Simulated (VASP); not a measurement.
# TiC in VASP: a series of runs

The runs below take TiC through single point, with PBE.

All numbers are computed with VASP 6.6.1; they aren't measurements. Logs are shortened: lines on timing, memory, paths and dates and some standing lists are left out, and cuts for length are marked.

## (1) The cell of the first run

The cell holds a slab with vacuum, 4 atoms: a = 3.054 Å, b = 3.054 Å, c = 15.740 Å, α = 90.00°, β = 90.00°, γ = 60.00°.

## (2) Single point, PBE

INCAR reads:

```
SYSTEM = TiC
  PREC = Accurate
  ENCUT = 520
  EDIFF = 1E-6
  ISMEAR = -1
  SIGMA = 0.3
  LREAL = .False.
  LASPH = .True.
  NELM = 120
  ALGO = Normal
  ISIF = 2
  LWAVE = .False.
  LCHARG = .True.
  LDIPOL = .True.
  IDIPOL = 3
  DIPOL = 0.5 0.5 0.500
  GGA = PE
  LELF = .True.
  LVHAR = .True.
  LVACPOTAV = .True.
  NBANDS = 24
  GGA_COMPAT = .False.
  NELMDL = -8
```

KPOINTS reads:

```
Automatic mesh
0
Gamma
  7 7 1
  0 0 0
```

POSCAR reads:

```
TiC
1.0
    3.0537113452      0.0000000000      0.0000000000
    1.5268556726      2.6445916008      0.0000000000
    0.0000000000      0.0000000000     15.7400173088
Ti C
2 2
Direct
    0.0000000000      0.0000000000      0.3811939900
    0.3333333333      0.3333333333      0.5396020033
    0.6666666667      0.6666666667      0.4603979967
    0.0000000000      0.0000000000      0.6188060100
```

Potentials or basis: VASP PAW PBE potentials, release 64 (Ti_sv, C).

Run with:

```sh
$ cat potpaw_PBE.64/Ti_sv/POTCAR potpaw_PBE.64/C/POTCAR > POTCAR
$ mpirun -np 1 vasp_std > vasp.out
```

OUTCAR:

```text
SYSTEM = TiC
   PREC = Accurate
   ENCUT = 520
   EDIFF = 1E-6
   ISMEAR = -1
   LREAL = .False.
   LASPH = .True.
   NELM = 120
   ISIF = 2
   GGA = PE
   NELMDL = -8

 ion  position               nearest neighbor table
   1  0.000  0.000  0.381-   3 2.16   3 2.16   3 2.16
   2  0.333  0.333  0.540-   3 2.16   3 2.16   3 2.16   4 2.16   4 2.16   4 2.16
   3  0.667  0.667  0.460-   2 2.16   2 2.16   2 2.16   1 2.16   1 2.16   1 2.16
   4  0.000  0.000  0.619-   2 2.16   2 2.16   2 2.16

  LATTYP: Found a hexagonal cell.
 ALAT       =     3.0537113452
 C/A-ratio  =     5.1543893739

  Lattice vectors:

 A1 = (  -1.5268556726,  -2.6445916008,   0.0000000000)
 A2 = (   3.0537113452,   0.0000000000,   0.0000000000)
 A3 = (   0.0000000000,   0.0000000000,  15.7400173088)

Analysis of symmetry for initial positions (statically):
=====================================================================
 Subroutine PRICEL returns:
 Original cell was already a primitive cell.

 Routine SETGRP: Setting up the symmetry group for a
 hexagonal supercell.

 Subroutine GETGRP returns: Found  6 space group operations
 (whereof  6 operations were pure point group operations)
 out of a pool of 24 trial point group operations.

The static configuration has the point symmetry C_3v.

Analysis of symmetry for dynamics (positions and initial velocities):
=====================================================================
 Subroutine PRICEL returns:
 Original cell was already a primitive cell.

 Routine SETGRP: Setting up the symmetry group for a
 hexagonal supercell.

 Subroutine GETGRP returns: Found  6 space group operations
 (whereof  6 operations were pure point group operations)
 out of a pool of 24 trial point group operations.

The dynamic configuration has the point symmetry C_3v.

 Subroutine INISYM returns: Found  6 space group operations
 (whereof  6 operations are pure point group operations),
 and found     1 'primitive' translations

----------------------------------------------------------------------------------------

                                     Primitive cell

  volume of cell :     127.1135

  direct lattice vectors                    reciprocal lattice vectors
     3.053711345  0.000000000  0.000000000     0.327470375 -0.189065109  0.000000000
     1.526855673  2.644591601  0.000000000     0.000000000  0.378130219  0.000000000
     0.000000000  0.000000000 15.740017309     0.000000000  0.000000000  0.063532332

  length of vectors
     3.053711345  3.053711345 15.740017309     0.378130219  0.378130219  0.063532332

  position of ions in fractional coordinates (direct lattice)
     0.000000000  0.000000000  0.381193990
     0.333333333  0.333333333  0.539602003
     0.666666667  0.666666667  0.460397997
     0.000000000  0.000000000  0.618806010

  ion indices of the primitive-cell ions
   primitive index   ion index
                 1           1
                 2           2
                 3           3
                 4           4

----------------------------------------------------------------------------------------

 KPOINTS: Automatic mesh

Automatic generation of k-mesh.
 Grid dimensions read from file:
 generate k-points for:    7    7    1

 Generating k-lattice:

  Cartesian coordinates                     Fractional coordinates (reciprocal lattice)
     0.046781482 -0.027009301  0.000000000     0.142857143  0.000000000  0.000000000
     0.000000000  0.054018603  0.000000000     0.000000000  0.142857143  0.000000000
     0.000000000  0.000000000  0.063532332     0.000000000  0.000000000  1.000000000

  Length of vectors
     0.054018603  0.054018603  0.063532332

  Shift w.r.t. Gamma in fractional coordinates (k-lattice)
     0.000000000  0.000000000  0.000000000

 Subroutine IBZKPT returns following result:
 ===========================================

 Found      8 irreducible k-points:

 Following reciprocal coordinates:
            Coordinates               Weight
  0.000000  0.000000  0.000000      1.000000
  0.142857 -0.000000  0.000000      6.000000
  0.285714 -0.000000  0.000000      6.000000
  0.428571 -0.000000  0.000000      6.000000
  0.285714  0.142857  0.000000      6.000000
  0.428571  0.142857  0.000000     12.000000
 -0.428571  0.142857  0.000000      6.000000
 -0.428571  0.285714  0.000000      6.000000
   k-points           NKPTS =      8   k-points in BZ     NKDIM =      8   number of bands    NBANDS=     24
   number of dos      NEDOS =    301   number of ions     NIONS =      4
   total plane-waves  NPLWV =  69120
   dimension x,y,z NGX =    24 NGY =   24 NGZ =  120
   dimension x,y,z NGXF=    48 NGYF=   48 NGZF=  240
   ions per type =               2   2
   NGX,Y,Z   is equivalent  to a cutoff of  13.07, 13.07, 12.67 a.u.
   NGXF,Y,Z  is equivalent  to a cutoff of  26.13, 26.13, 25.35 a.u.
 SYSTEM =  TiC
   PREC   = accura    normal or accurate (medium, high low for compatibility)
   ISTART =      0    job   : 0-new  1-cont  2-samecut
   ICHARG =      2    charge: 1-file 2-atom 10-const
   ISPIN  =      1    spin polarized calculation?
   LNONCOLLINEAR =      F non collinear calculations
   LSORBIT =      F    spin-orbit coupling
   LASPH  =      T    aspherical Exc in radial PAW
   ENCUT  =  520.0 eV  38.22 Ry    6.18 a.u.   5.68  5.68 29.27*2*pi/ulx,y,z
   NELM   =    120;   NELMIN=  2; NELMDL= -8     # of ELM steps
   EDIFF  = 0.1E-05   stopping-criterion for ELM
   LREAL  =      F    real-space projection
   EDIFFG = 0.1E-04   stopping-criterion for IOM
   NSW    =      0    number of steps for IOM
   IBRION =     -1    ionic relax: 0-MD 1-quasi-New 2-CG
   NFREE  =      0    steps in history (QN), initial steepest desc. (CG)
   ISIF   =      2    stress and relaxation
   ISYM   =      2    0-nonsym 1-usesym 2-fastsym
   POTIM  = 0.5000    time-step for ionic-motion
   TEBEG  =    0.0;   TEEND  =   0.0 temperature during run
   PSTRESS=    0.0 pullay stress
   NELECT =      32.0000    total number of electrons
   NUPDOWN=      -1.0000    fix difference up-down
   EMIN   =  10.00;   EMAX   =-10.00  energy-range for DOS
   EFERMI =   0.00;   METHOD = LEGACY
   ISMEAR =    -1;   SIGMA  =   0.30  broadening in eV -4-tet -1-fermi 0-gaus
   EFERMI_NEDOS =   21; number of points for ismear=-14 and -15
   IALGO  =     38    algorithm
   IMIX   =      4    mixing-type and parameters
     AMIX     =   0.40;   BMIX     =  1.00
     AMIX_MAG =   1.60;   BMIX_MAG =  1.00
  volume/ion in A,a.u.               =      31.78       214.45
  Fermi-wavevector in a.u.,A,eV,Ry     =   1.033699  1.953408 14.538291  1.068534
  Thomas-Fermi vector in A             =   2.167959
   LORBIT       =      0    0 simple, 1 ext, 2 COOP (PROOUT), +10 PAW based schemes
   GGA     = PE    functional components
   LHFCALC =     F    Hartree Fock is set to
   AEXX    =    0.0000 exact exchange contribution
   IVDW    =     0    specifies the selected vdW correction
   LEPSILON=     F    determine dielectric tensor
   LRPA    =     F    only Hartree local field effects (RPA)
 non-spin polarized calculation
  energy-cutoff  :      520.00
  volume of cell :      127.11
 maximum number of plane-waves:      3445
   NGX = 11   NGY = 11   NGZ = 59

 number of electron      32.0000001 magnetization

 dipolmoment           0.000000      0.000000      0.103904 electrons x Angstroem

 Free energy of the ion-electron system (eV)
  ---------------------------------------------------
  ext. energy  EPLUGINS =         0.00000000
  ---------------------------------------------------
  free energy    TOTEN  =       -32.17958930 eV

  energy without entropy =      -31.03643246  energy(sigma->0) =      -31.60801088

 E-fermi :  -0.5490     XC(G=0):  -5.4803

 val. band max:       -0.6916254172   @ k =  -0.4286   0.1429   0.0000
 cond. band min:      -0.4778982969   @ k =  -0.4286   0.2857   0.0000
 fundamental gap:      0.2137271203
 Fermi energy:        -0.5489546896

 k-point     1 :       0.0000    0.0000    0.0000
  band No.  band energies     occupation
      1     -57.5120      2.00000
      2     -56.7508      2.00000
      3     -33.9088      2.00000
      4     -33.5423      2.00000
      5     -33.5423      2.00000
      6     -33.0200      2.00000
[... 16 lines left out ...]
     23       3.0686      0.00001
     24       3.0692      0.00001

 k-point     2 :       0.1429   -0.0000    0.0000
  band No.  band energies     occupation
      1     -57.5031      2.00000
      2     -56.7412      2.00000
      3     -33.8963      2.00000
      4     -33.6100      2.00000
      5     -33.5577      2.00000
      6     -33.0076      2.00000
[... 16 lines left out ...]
     23       3.1881      0.00001
     24       3.3974      0.00000

 k-point     3 :       0.2857   -0.0000    0.0000
  band No.  band energies     occupation
      1     -57.4831      2.00000
      2     -56.7198      2.00000
      3     -33.8693      2.00000
      4     -33.7582      2.00000
      5     -33.5921      2.00000
      6     -33.0945      2.00000
[... 16 lines left out ...]
     23       3.3535      0.00000
     24       3.6366      0.00000

 k-point     4 :       0.4286   -0.0000    0.0000
  band No.  band energies     occupation
      1     -57.4670      2.00000
      2     -56.7026      2.00000
      3     -33.8800      2.00000
      4     -33.8429      2.00000
      5     -33.6195      2.00000
      6     -33.2213      2.00000
[... 16 lines left out ...]
     23       3.2074      0.00001
     24       3.5263      0.00000

 k-point     5 :       0.2857    0.1429    0.0000
  band No.  band energies     occupation
      1     -57.4887      2.00000
      2     -56.7258      2.00000
      3     -33.8764      2.00000
      4     -33.7079      2.00000
      5     -33.5926      2.00000
      6     -33.0389      2.00000
[... 16 lines left out ...]
     23       3.3131      0.00001
     24       3.5929      0.00000

 k-point     6 :       0.4286    0.1429    0.0000
  band No.  band energies     occupation
      1     -57.4706      2.00000
      2     -56.7064      2.00000
      3     -33.8543      2.00000
      4     -33.8184      2.00000
      5     -33.6432      2.00000
      6     -33.1621      2.00000
[... 16 lines left out ...]
     23       3.2938      0.00001
     24       3.6716      0.00000

 k-point     7 :      -0.4286    0.1429    0.0000
  band No.  band energies     occupation
      1     -57.4626      2.00000
      2     -56.6978      2.00000
      3     -33.8734      2.00000
      4     -33.8378      2.00000
      5     -33.6661      2.00000
      6     -33.2152      2.00000
[... 16 lines left out ...]
     23       3.2969      0.00001
     24       3.5135      0.00000

 k-point     8 :      -0.4286    0.2857    0.0000
  band No.  band energies     occupation
      1     -57.4606      2.00000
      2     -56.6956      2.00000
      3     -33.8371      2.00000
      4     -33.8234      2.00000
      5     -33.7328      2.00000
      6     -33.1632      2.00000
[... 16 lines left out ...]
     23       3.1620      0.00001
     24       4.1226      0.00000

------------------------ aborting loop because EDIFF is reached ----------------------------------------

  FORCE on cell =-STRESS in cart. coord.  units (eV):
  Direction    XX          YY          ZZ          XY          YZ          ZX
  --------------------------------------------------------------------------------------
  -------------------------------------------------------------------------------------
  Total       -0.9207544     -0.9207544     -2.9366254     -0.0000000     -0.0000000      0.0000000
  in kB      -11.6054658    -11.6054658    -37.0141119     -0.0000000     -0.0000000      0.0000000
  external PRESSURE =     -20.0750145 kB  Pullay stress =       0.0000000 kB

 VOLUME and BASIS-vectors are now :
 -----------------------------------------------------------------------------
  energy-cutoff  :      520.00
  volume of cell :      127.11
      direct lattice vectors                 reciprocal lattice vectors
     3.053711345  0.000000000  0.000000000     0.327470375 -0.189065109  0.000000000
     1.526855673  2.644591601  0.000000000     0.000000000  0.378130219  0.000000000
     0.000000000  0.000000000 15.740017309     0.000000000  0.000000000  0.063532332

 POSITION                                       TOTAL-FORCE (eV/Angst)
 -----------------------------------------------------------------------------------
      0.00000      0.00000      6.00000         0.000000      0.000000      1.432142
      1.52686      0.88153      8.49334         0.000000     -0.000000      1.413270
      3.05371      1.76306      7.24667        -0.000000      0.000000     -1.681160
      0.00000      0.00000      9.74002        -0.000000      0.000000     -1.164251
 -----------------------------------------------------------------------------------
    total drift:                                0.000000      0.000000     -0.000428

  FREE ENERGIE OF THE ION-ELECTRON SYSTEM (eV)
  ---------------------------------------------------
  free  energy   TOTEN  =       -32.1795893004 eV

  energy  without entropy=      -31.0364324606  energy(sigma->0) =      -31.60801088

 vacuum level on the upper side and lower side of the slab         6.131         3.798
```

Wall time 70 s (1 thread of Intel Xeon 8259CL, shared host); peak memory 0.24 GiB.

Results:

```yaml
Free_energy: -32.1796 eV
Largest_force: 1.681 eV/Å
Band_gap_on_the_k_mesh: zero (band 16 reaches -0.35 eV, above the bottom of band 17 at -0.48 eV)
```

Forces on the atoms (eV/Å):
```
Ti   0.000  0.000  1.432
Ti   0.000  0.000  1.413
C    0.000  0.000 -1.681
C    0.000  0.000 -1.164
```

Levels at points of the mesh, in eV from the Fermi level:
```tsv
k point	band 14	band 15	band 16	band 17	band 18	band 19
(0.00, 0.00, 0.00)	-1.42	-0.25	0.19	0.19	1.35	1.35
```

## (3) Single point, PBE

INCAR reads:

```
PREC = Accurate
ENCUT = 520
EDIFF = 1E-6
ISMEAR = -1
SIGMA = 0.3
LREAL = F
LASPH = T
NELM = 120
ALGO = Normal
ISIF = 2
LWAVE = F
LCHARG = T
LDIPOL = T
IDIPOL = 3
DIPOL = 0.5 0.5 0.500
GGA = PE
LELF = T
LVHAR = T
LVACPOTAV = T
NBANDS = 24
EFIELD = -0.1
GGA_COMPAT = F
NELMDL = -8
```

KPOINTS reads:

```
regular mesh
0
Gamma
  7 7 1
```

POSCAR is that of step 2.

Potentials or basis: VASP PAW PBE potentials, release 64 (Ti_sv, C).

Run with:

```sh
$ cat potpaw_PBE.64/Ti_sv/POTCAR potpaw_PBE.64/C/POTCAR > POTCAR
$ mpirun -np 1 vasp_std > vasp.out
```

OUTCAR:

```text
PREC = Accurate
   ENCUT = 520
   EDIFF = 1E-6
   ISMEAR = -1
   LREAL = F
   LASPH = T
   NELM = 120
   ISIF = 2
   GGA = PE
   NELMDL = -8

 ion  position               nearest neighbor table
   1  0.000  0.000  0.381-   3 2.16   3 2.16   3 2.16
   2  0.333  0.333  0.540-   3 2.16   3 2.16   3 2.16   4 2.16   4 2.16   4 2.16
   3  0.667  0.667  0.460-   2 2.16   2 2.16   2 2.16   1 2.16   1 2.16   1 2.16
   4  0.000  0.000  0.619-   2 2.16   2 2.16   2 2.16

  LATTYP: Found a hexagonal cell.
 ALAT       =     3.0537113452
 C/A-ratio  =     5.1543893739

  Lattice vectors:

 A1 = (  -1.5268556726,  -2.6445916008,   0.0000000000)
 A2 = (   3.0537113452,   0.0000000000,   0.0000000000)
 A3 = (   0.0000000000,   0.0000000000,  15.7400173088)

Analysis of symmetry for initial positions (statically):
=====================================================================
 Subroutine PRICEL returns:
 Original cell was already a primitive cell.

 Routine SETGRP: Setting up the symmetry group for a
 hexagonal supercell.

[... 152 lines left out ...]

  energy without entropy =      -31.02747575  energy(sigma->0) =      -31.59909949

 E-fermi :  -0.5876     XC(G=0):  -5.4812

 val. band max:       -0.7292271256   @ k =  -0.4286   0.1429   0.0000
 cond. band min:      -0.5172697103   @ k =   0.1429  -0.0000   0.0000
 fundamental gap:      0.2119574152
 Fermi energy:        -0.5875923245

 k-point     1 :       0.0000    0.0000    0.0000
  band No.  band energies     occupation
      1     -57.5502      2.00000
      2     -56.7886      2.00000
      3     -33.9465      2.00000
      4     -33.5807      2.00000
      5     -33.5807      2.00000
      6     -33.0576      2.00000
[... 205 lines left out ...]
     23       3.1246      0.00001
     24       4.0839      0.00000

------------------------ aborting loop because EDIFF is reached ----------------------------------------

  FORCE on cell =-STRESS in cart. coord.  units (eV):
  Direction    XX          YY          ZZ          XY          YZ          ZX
  --------------------------------------------------------------------------------------
  -------------------------------------------------------------------------------------
  Total       -0.9315488     -0.9315488     -2.9354184      0.0000000      0.0000000      0.0000000
  in kB      -11.7415217    -11.7415217    -36.9988986      0.0000000      0.0000000      0.0000000
  external PRESSURE =     -20.1606474 kB  Pullay stress =       0.0000000 kB

 VOLUME and BASIS-vectors are now :
 -----------------------------------------------------------------------------
  energy-cutoff  :      520.00
  volume of cell :      127.11
      direct lattice vectors                 reciprocal lattice vectors
     3.053711345  0.000000000  0.000000000     0.327470375 -0.189065109  0.000000000
     1.526855673  2.644591601  0.000000000     0.000000000  0.378130219  0.000000000
     0.000000000  0.000000000 15.740017309     0.000000000  0.000000000  0.063532332

 POSITION                                       TOTAL-FORCE (eV/Angst)
 -----------------------------------------------------------------------------------
      0.00000      0.00000      6.00000         0.000000      0.000000      1.432502
      1.52686      0.88153      8.49334         0.000000      0.000000      1.408364
      3.05371      1.76306      7.24667        -0.000000     -0.000000     -1.678010
      0.00000      0.00000      9.74002        -0.000000     -0.000000     -1.162856
 -----------------------------------------------------------------------------------
    total drift:                                0.000000      0.000000     -0.000454

  FREE ENERGIE OF THE ION-ELECTRON SYSTEM (eV)
  ---------------------------------------------------
  free  energy   TOTEN  =       -32.1707232301 eV

  energy  without entropy=      -31.0274757488  energy(sigma->0) =      -31.59909949
```

stdout:

```text
POSCAR found type information on POSCAR TiC
 POSCAR found :  2 types and       4 ions
 scaLAPACK will be used
 LDA part: xc-table for (Slater+PW92), standard interpolation
 POSCAR, INCAR and KPOINTS ok, starting setup
 FFT: planning ... GRIDC
[... 27 lines left out ...]
|           W    W  A    A  R    R  N    N  II  N    N   GGGG   !!!           |
|                                                                             |
|     Did not find any points to average over, which means that no vacuum     |
|     field-free region was found. Please increase the size of  your cell     |
|     in the dimension of the dipole correction to obtain accurate            |
|     workfunction values.                                                    |
|                                                                             |
 -----------------------------------------------------------------------------
```

It took 1.8 min on 1 thread of Intel Xeon 8259CL, shared host; peak memory 0.24 GiB.

What came out:

```yaml
Free_energy: -32.1707 eV
Largest_force: 1.678 eV/Å
Band_gap_on_the_k_mesh: zero (band 16 reaches -0.39 eV, above the bottom of band 17 at -0.51 eV)
```

Forces in eV/Å, atoms in the order of the input:
```
Ti   0.000  0.000  1.433
Ti   0.000  0.000  1.408
C    0.000  0.000 -1.678
C    0.000  0.000 -1.163
```

Levels at points of the mesh, in eV from the Fermi level:
| k point | band 12 | band 13 | band 14 | band 15 | band 16 | band 17 | band 18 | band 19 | band 20 | band 21 |
| --- | --- | --- | --- | --- | --- | --- | --- | --- | --- | --- |
| (0.00, 0.00, 0.00) | -2.10 | -2.10 | -1.42 | -0.27 | 0.19 | 0.19 | 1.35 | 1.35 | 1.91 | 2.50 |
